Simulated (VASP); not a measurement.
A run of VASP 6.6.1 is set up as follows.

INCAR

```
METAGGA  = R2SCAN         # meta-GGA
ISMEAR   = -5             # smearing method
LWAVE    = F              # write WAVECAR
LCHARG   = F              # write CHGCAR
NBANDS   = 23             # bands
PREC     = Accurate       # precision mode
LASPH    = T              # aspherical terms in the spheres
LREAL    = F              # projectors in reciprocal space
ALGO     = Normal         # electronic algorithm
EDIFF    = 1E-6           # SCF threshold, eV
NELM     = 120            # most SCF steps
GGA_COMPAT= F            
ENCUT    = 520            # plane-wave cutoff, eV
EFERMI   = MIDGAP       
LMIXTAU  = T            
NEDOS    = 4001           # points of the DOS
LORBIT   = 11             # projections on sites
KPAR     = 2
```

KPOINTS

```
Automatic mesh
0
Gamma
  25 25 25
  0 0 0
```

The input POSCAR:

```
NaCl
1.0
    0.0000000000      2.7940632177      2.7940632177
    2.7940632177      0.0000000000      2.7940632177
    2.7940632177      2.7940632177      0.0000000000
Cl Na
1 1
Direct
    0.5000000000      0.5000000000      0.5000000000
    0.0000000000      0.0000000000      0.0000000000
```

Potentials or basis: VASP PAW PBE potentials, release 64 (Cl, Na_pv).

The run is started by

```console
$ cat potpaw_PBE.64/Cl/POTCAR potpaw_PBE.64/Na_pv/POTCAR > POTCAR
$ mpirun -np 2 vasp_std > vasp.out
```

Problem. Estimate the band gap on the k mesh.

Solution. 6.04 eV.

Problem. Estimate the pressure.

Solution. 0.1 GPa.

Caveat: the PAW data sets were made with another functional, which shifts forces and pressure a little; an odd mesh through Γ misses points on the zone boundary, where band edges can lie.
